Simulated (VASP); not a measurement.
# Pt (Fm-3m) in VASP: notebook

The runs below take Pt through single point, with r2SCAN.

Program: VASP 6.6.1. These are calculated values, not measurements. Logs are shortened: lines on timing, memory, paths and dates and some standing lists are left out, and cuts for length are marked.

## Step 1: The cell of the first run

The structure is cubic, space group Fm-3m (No. 225). The conventional cell has a = 3.941 Å, b = 3.941 Å, c = 3.941 Å, α = 90.00°, β = 90.00°, γ = 90.00°. Pt (site symmetry m-3m) has 12 Pt at 2.79 Å within 3.7 Å.

## Step 2: Single point, r2SCAN

Input file POSCAR:

```
Pt
1.0
    0.0000000000      1.9705765473      1.9705765473
    1.9705765473      0.0000000000      1.9705765473
    1.9705765473      1.9705765473      0.0000000000
Pt
1
Direct
    0.0000000000      0.0000000000      0.0000000000
```

Input file INCAR.step1:

```
ALGO     = Normal         # electronic algorithm
EDIFF    = 1E-4           # SCF threshold, eV
ENCUT    = 520            # plane-wave cutoff, eV
GGA      = PE             # functional
ISMEAR   = -1             # smearing method
LASPH    = T              # aspherical terms in the spheres
LCHARG   = F              # write CHGCAR
LREAL    = F              # projectors in reciprocal space
LWAVE    = T              # write WAVECAR
NBANDS   = 11             # bands
NELM     = 60             # most SCF steps
PREC     = Accurate       # precision mode
SIGMA    = 0.1            # smearing width, eV
```

Input file INCAR.step2:

```
ALGO     = Normal         # electronic algorithm
EDIFF    = 1E-7           # SCF threshold, eV
ENCUT    = 520            # plane-wave cutoff, eV
ISIF     = 2              # what is computed and relaxed
ISMEAR   = -1             # smearing method
ISTART   = 1            
LASPH    = T              # aspherical terms in the spheres
LCHARG   = T              # write CHGCAR
LELF     = T              # ELF
LMIXTAU  = T            
LREAL    = F              # projectors in reciprocal space
LVHAR    = T            
LWAVE    = F              # write WAVECAR
METAGGA  = R2SCAN         # meta-GGA
NBANDS   = 11             # bands
NELM     = 60             # most SCF steps
PREC     = Accurate       # precision mode
SIGMA    = 0.1            # smearing width, eV
```

Input file KPOINTS:

```
k-points
0
Gamma
  11 11 11
```

Potentials or basis: VASP PAW PBE potentials, release 64 (Pt).

Command:

```bash
$ cat potpaw_PBE.64/Pt/POTCAR > POTCAR
$ cp INCAR.step1 INCAR
$ mpirun -np 1 vasp_std > vasp.out
$ cp INCAR.step2 INCAR
$ mpirun -np 1 vasp_std > vasp.out
```

OUTCAR:

```text
EDIFF = 1E-7
   ENCUT = 520
   ISIF = 2
   ISMEAR = -1
   ISTART = 1
   LASPH = T
   LREAL = F
   METAGGA = R2SCAN
   NELM = 60
   PREC = Accurate

 ion  position               nearest neighbor table
   1  0.000  0.000  0.000-

  LATTYP: Found a face centered cubic cell.
 ALAT       =     3.9411530946

  Lattice vectors:

 A1 = (   0.0000000000,   1.9705765473,   1.9705765473)
 A2 = (   1.9705765473,   0.0000000000,   1.9705765473)
 A3 = (   1.9705765473,   1.9705765473,   0.0000000000)

Analysis of symmetry for initial positions (statically):
=====================================================================
 Subroutine PRICEL returns:
 Original cell was already a primitive cell.

 Routine SETGRP: Setting up the symmetry group for a
 face centered cubic supercell.

 Subroutine GETGRP returns: Found 48 space group operations
 (whereof 48 operations were pure point group operations)
 out of a pool of 48 trial point group operations.

The static configuration has the point symmetry O_h .

Analysis of symmetry for dynamics (positions and initial velocities):
=====================================================================
 Subroutine PRICEL returns:
 Original cell was already a primitive cell.

 Routine SETGRP: Setting up the symmetry group for a
 face centered cubic supercell.

 Subroutine GETGRP returns: Found 48 space group operations
 (whereof 48 operations were pure point group operations)
 out of a pool of 48 trial point group operations.

The dynamic configuration has the point symmetry O_h .

 Subroutine INISYM returns: Found 48 space group operations
 (whereof 48 operations are pure point group operations),
 and found     1 'primitive' translations

----------------------------------------------------------------------------------------

                                     Primitive cell

  volume of cell :      15.3042

  direct lattice vectors                    reciprocal lattice vectors
     0.000000000  1.970576547  1.970576547    -0.253732848  0.253732848  0.253732848
     1.970576547  0.000000000  1.970576547     0.253732848 -0.253732848  0.253732848
     1.970576547  1.970576547  0.000000000     0.253732848  0.253732848 -0.253732848

  length of vectors
     2.786816079  2.786816079  2.786816079     0.439478185  0.439478185  0.439478185

  position of ions in fractional coordinates (direct lattice)
     0.000000000  0.000000000  0.000000000

  ion indices of the primitive-cell ions
   primitive index   ion index
                 1           1

----------------------------------------------------------------------------------------

 KPOINTS: k-points

Automatic generation of k-mesh.
 Grid dimensions read from file:
 generate k-points for:   11   11   11

 Generating k-lattice:

  Cartesian coordinates                     Fractional coordinates (reciprocal lattice)
    -0.023066623  0.023066623  0.023066623     0.090909091  0.000000000  0.000000000
     0.023066623 -0.023066623  0.023066623     0.000000000  0.090909091  0.000000000
     0.023066623  0.023066623 -0.023066623     0.000000000  0.000000000  0.090909091

  Length of vectors
     0.039952562  0.039952562  0.039952562

  Shift w.r.t. Gamma in fractional coordinates (k-lattice)
     0.000000000  0.000000000  0.000000000

 Subroutine IBZKPT returns following result:
 ===========================================

 Found     56 irreducible k-points:

 Following reciprocal coordinates:
            Coordinates               Weight
  0.000000  0.000000  0.000000      1.000000
  0.090909  0.000000  0.000000      8.000000
  0.181818  0.000000  0.000000      8.000000
  0.272727  0.000000  0.000000      8.000000
  0.363636  0.000000  0.000000      8.000000
  0.454545  0.000000  0.000000      8.000000
[... 16 lines left out ...]
 -0.272727  0.181818  0.000000     24.000000
 -0.181818  0.181818  0.000000     12.000000
 [... further k-points ...]
   k-points           NKPTS =     56   k-points in BZ     NKDIM =     56   number of bands    NBANDS=     11
   number of dos      NEDOS =    301   number of ions     NIONS =      1
   total plane-waves  NPLWV =  13824
   dimension x,y,z NGX =    24 NGY =   24 NGZ =   24
   dimension x,y,z NGXF=    48 NGYF=   48 NGZF=   48
   ions per type =               1
   NGX,Y,Z   is equivalent  to a cutoff of  14.32, 14.32, 14.32 a.u.
   NGXF,Y,Z  is equivalent  to a cutoff of  28.63, 28.63, 28.63 a.u.
 SYSTEM =  unknown system
   PREC   = accura    normal or accurate (medium, high low for compatibility)
   ISTART =      1    job   : 0-new  1-cont  2-samecut
   ICHARG =      0    charge: 1-file 2-atom 10-const
   ISPIN  =      1    spin polarized calculation?
   LNONCOLLINEAR =      F non collinear calculations
   LSORBIT =      F    spin-orbit coupling
   LASPH  =      T    aspherical Exc in radial PAW
   ENCUT  =  520.0 eV  38.22 Ry    6.18 a.u.   5.18  5.18  5.18*2*pi/ulx,y,z
   NELM   =     60;   NELMIN=  2; NELMDL=  0     # of ELM steps
   EDIFF  = 0.1E-06   stopping-criterion for ELM
   LREAL  =      F    real-space projection
   EDIFFG = 0.1E-05   stopping-criterion for IOM
   NSW    =      0    number of steps for IOM
   IBRION =     -1    ionic relax: 0-MD 1-quasi-New 2-CG
   NFREE  =      0    steps in history (QN), initial steepest desc. (CG)
   ISIF   =      2    stress and relaxation
   ISYM   =      2    0-nonsym 1-usesym 2-fastsym
   POTIM  = 0.5000    time-step for ionic-motion
   TEBEG  =    0.0;   TEEND  =   0.0 temperature during run
   PSTRESS=    0.0 pullay stress
   NELECT =      10.0000    total number of electrons
   NUPDOWN=      -1.0000    fix difference up-down
   EMIN   =  10.00;   EMAX   =-10.00  energy-range for DOS
   EFERMI =   0.00;   METHOD = LEGACY
   ISMEAR =    -1;   SIGMA  =   0.10  broadening in eV -4-tet -1-fermi 0-gaus
   EFERMI_NEDOS =   21; number of points for ismear=-14 and -15
   IALGO  =     38    algorithm
   IMIX   =      4    mixing-type and parameters
     AMIX     =   0.40;   BMIX     =  1.00
     AMIX_MAG =   1.60;   BMIX_MAG =  1.00
  volume/ion in A,a.u.               =      15.30       103.28
  Fermi-wavevector in a.u.,A,eV,Ry     =   1.420599  2.684543 27.457940  2.018102
  Thomas-Fermi vector in A             =   2.541497
   LORBIT       =      0    0 simple, 1 ext, 2 COOP (PROOUT), +10 PAW based schemes
   METAGGA = R2SCAN    functional components
   LHFCALC =     F    Hartree Fock is set to
   AEXX    =    0.0000 exact exchange contribution
   IVDW    =     0    specifies the selected vdW correction
   LEPSILON=     F    determine dielectric tensor
   LRPA    =     F    only Hartree local field effects (RPA)
 non-spin polarized calculation
  energy-cutoff  :      520.00
  volume of cell :       15.30
 maximum number of plane-waves:       428
 NGX is ok and might be reduce to    24
   NGX = 11   NGY = 11   NGZ = 11

 number of electron      10.0000001 magnetization

 Free energy of the ion-electron system (eV)
  ---------------------------------------------------
  ext. energy  EPLUGINS =         0.00000000
  ---------------------------------------------------
  free energy    TOTEN  =       -51.53690767 eV

  energy without entropy =      -51.48273845  energy(sigma->0) =      -51.50982306

 E-fermi :  10.6975     XC(G=0): -14.5363

 val. band max:       10.6852076919   @ k =  -0.3636   0.3636   0.0909
 cond. band min:      10.7321782618   @ k =   0.4545   0.0909   0.0000
 fundamental gap:      0.0469705698
 Fermi energy:        10.6974932221

 k-point     1 :       0.0000    0.0000    0.0000
  band No.  band energies     occupation
      1       0.4062      2.00000
      2       6.9014      2.00000
      3       6.9014      2.00000
      4       6.9014      2.00000
      5       9.0123      2.00000
      6       9.0123      2.00000
      7      26.2588      0.00000
      8      31.3436      0.00000
      9      31.3436      0.00000
     10      31.3436      0.00000
     11      37.1673      0.00000

 k-point     2 :       0.0909    0.0000    0.0000
  band No.  band energies     occupation
      1       0.7444      2.00000
      2       6.7600      2.00000
      3       7.0300      2.00000
      4       7.0300      2.00000
      5       8.9474      2.00000
      6       8.9474      2.00000
      7      26.7595      0.00000
      8      29.8032      0.00000
      9      31.8491      0.00000
     10      31.8491      0.00000
     11      38.5485      0.00000

 k-point     3 :       0.1818    0.0000    0.0000
  band No.  band energies     occupation
      1       1.6623      2.00000
      2       6.5122      2.00000
      3       7.2588      2.00000
      4       7.2588      2.00000
      5       8.9384      2.00000
      6       8.9384      2.00000
      7      27.0362      0.00000
      8      27.8389      0.00000
      9      33.2183      0.00000
     10      33.2183      0.00000
     11      36.2756      0.00000

 k-point     4 :       0.2727    0.0000    0.0000
  band No.  band energies     occupation
      1       2.7368      2.00000
      2       6.7182      2.00000
      3       7.2252      2.00000
      4       7.2252      2.00000
      5       9.3766      2.00000
      6       9.3766      2.00000
      7      23.8839      0.00000
      8      27.8064      0.00000
      9      34.2672      0.00000
     10      34.2672      0.00000
     11      35.5714      0.00000

 k-point     5 :       0.3636    0.0000    0.0000
  band No.  band energies     occupation
      1       3.2546      2.00000
      2       6.9963      2.00000
      3       6.9963      2.00000
      4       8.1001      2.00000
      5      10.1163      1.99403
      6      10.1163      1.99403
      7      20.3351      0.00000
      8      26.7030      0.00000
      9      32.2616      0.00000
     10      32.2616      0.00000
     11      37.9354      0.00000
[... 211 lines left out ...]
 k-point    21 :      -0.4545    0.1818    0.0000
  band No.  band energies     occupation
      1       4.2256      2.00000
      2       6.1380      2.00000
      3       7.6555      2.00000
      4       7.6600      2.00000
      5      10.6648      1.16218
      6      14.4678      0.00000
      7      16.5478      0.00000
      8      26.2333      0.00000
      9      28.8963      0.00000
     10      29.1085      0.00000
     11      39.4347      0.00000

 k-point    22 :      -0.3636    0.1818    0.0000
  band No.  band energies     occupation
      1       4.3316      2.00000
      2       6.2685      2.00000
      3       7.4199      2.00000
      4       7.6248      2.00000
      5       9.9512      1.99885
      6      13.3322      0.00000
      7      18.6137      0.00000
      8      25.7860      0.00000
      9      28.5602      0.00000
     10      31.0622      0.00000
     11      37.1707      0.00000

 k-point    23 :      -0.2727    0.1818    0.0000
  band No.  band energies     occupation
      1       4.2676      2.00000
      2       6.2690      2.00000
      3       6.7326      2.00000
      4       7.7795      2.00000
      5       8.9883      2.00000
      6      11.9038      0.00001
      7      22.0144      0.00000
      8      26.1320      0.00000
      9      29.1790      0.00000
     10      33.8973      0.00000
     11      34.2108      0.00000

 k-point    24 :      -0.1818    0.1818    0.0000
  band No.  band energies     occupation
      1       3.4139      2.00000
      2       5.9802      2.00000
      3       7.0945      2.00000
      4       8.0995      2.00000
      5       8.1001      2.00000
      6      10.6313      1.31960
      7      24.9016      0.00000
      8      27.3571      0.00000
      9      30.7340      0.00000
     10      31.9197      0.00000
     11      36.3624      0.00000

 [... further k-points ...]
[... 5 lines left out ...]
  --------------------------------------------------------------------------------------
  -------------------------------------------------------------------------------------
  Total        0.0451968      0.0451968      0.0451968     -0.0000000      0.0000000      0.0000000
  in kB        4.7315996      4.7315996      4.7315996     -0.0000000      0.0000000      0.0000000
  external PRESSURE =       4.7315996 kB  Pullay stress =       0.0000000 kB

 VOLUME and BASIS-vectors are now :
 -----------------------------------------------------------------------------
  energy-cutoff  :      520.00
  volume of cell :       15.30
      direct lattice vectors                 reciprocal lattice vectors
     0.000000000  1.970576547  1.970576547    -0.253732848  0.253732848  0.253732848
     1.970576547  0.000000000  1.970576547     0.253732848 -0.253732848  0.253732848
     1.970576547  1.970576547  0.000000000     0.253732848  0.253732848 -0.253732848

 POSITION                                       TOTAL-FORCE (eV/Angst)
 -----------------------------------------------------------------------------------
      0.00000      0.00000      0.00000         0.000000      0.000000      0.000000
 -----------------------------------------------------------------------------------
    total drift:                               -0.000000      0.000000     -0.000000

  FREE ENERGIE OF THE ION-ELECTRON SYSTEM (eV)
  ---------------------------------------------------
  free  energy   TOTEN  =       -51.5369076735 eV

  energy  without entropy=      -51.4827384538  energy(sigma->0) =      -51.50982306
```

Run time: 26 s. Hardware: 1 thread of AMD EPYC 7R13, shared host; peak memory 0.15 GiB.

What came out:

```yaml
Free_energy: -51.5369 eV
Pressure: 0.5 GPa
Band_gap_on_the_k_mesh: zero (band 5 reaches 11.14 eV, above the bottom of band 6 at 8.94 eV)
```

Caveat: the PAW data sets were made with another functional, which shifts forces and pressure a little; spin-orbit coupling is left out, which moves the levels of the heavy elements.

## Step 3: Single point, r2SCAN

POSCAR is that of step 2.

Input file INCAR.step1:

```
PREC = Accurate
ENCUT = 520
ISMEAR = -1
SIGMA = 0.1
LREAL = False
LASPH = True
NELM = 100
NBANDS = 11
GGA = PE
ALGO = Normal
EDIFF = 1E-4
LWAVE = True
LCHARG = False
```

Input file INCAR.step2:

```
PREC = Accurate
ENCUT = 520
EDIFF = 1E-7
ISMEAR = -1
SIGMA = 0.1
LREAL = False
LASPH = True
NELM = 100
ALGO = Normal
ISIF = 2
LWAVE = False
LCHARG = False
METAGGA = R2SCAN
LMIXTAU = True
NBANDS = 11
ISTART = 1
```

Input file KPOINTS:

```
regular mesh
0
Gamma
  14 14 14
```

Potentials or basis: VASP PAW PBE potentials, release 64 (Pt).

Command:

```bash
$ cat potpaw_PBE.64/Pt/POTCAR > POTCAR
$ cp INCAR.step1 INCAR
$ mpirun -np 1 vasp_std > vasp.out
$ cp INCAR.step2 INCAR
$ mpirun -np 1 vasp_std > vasp.out
```

Wall time 40 s (1 thread of AMD EPYC 7R13, shared host); peak memory 0.16 GiB.

Results (log left out):

```yaml
Free_energy: -51.5350 eV
Pressure: 0.7 GPa
Band_gap_on_the_k_mesh: zero (band 5 reaches 11.25 eV, above the bottom of band 6 at 8.92 eV)
```

Levels at points of the mesh, in eV from the Fermi level:
| k point | band 1 | band 2 | band 3 | band 4 | band 5 | band 6 | band 7 | band 8 | band 9 | band 10 |
| --- | --- | --- | --- | --- | --- | --- | --- | --- | --- | --- |
| (0.00, 0.00, 0.00) | -10.32 | -3.82 | -3.82 | -3.82 | -1.71 | -1.71 | 15.53 | 20.61 | 20.61 | 20.61 |
| (0.50, 0.00, 0.00) | -7.41 | -3.92 | -3.92 | -0.24 | 0.03 | 0.03 | 6.05 | 15.17 | 19.86 | 19.86 |
| (0.50, 0.50, 0.00) | -7.13 | -6.70 | -0.06 | 0.51 | 0.51 | 1.98 | 9.18 | 11.98 | 11.98 | 21.11 |

Caveat: the PAW data sets were made with another functional, which shifts forces and pressure a little; spin-orbit coupling is left out, which moves the levels of the heavy elements.

(Part 1 of 2 ends here.)
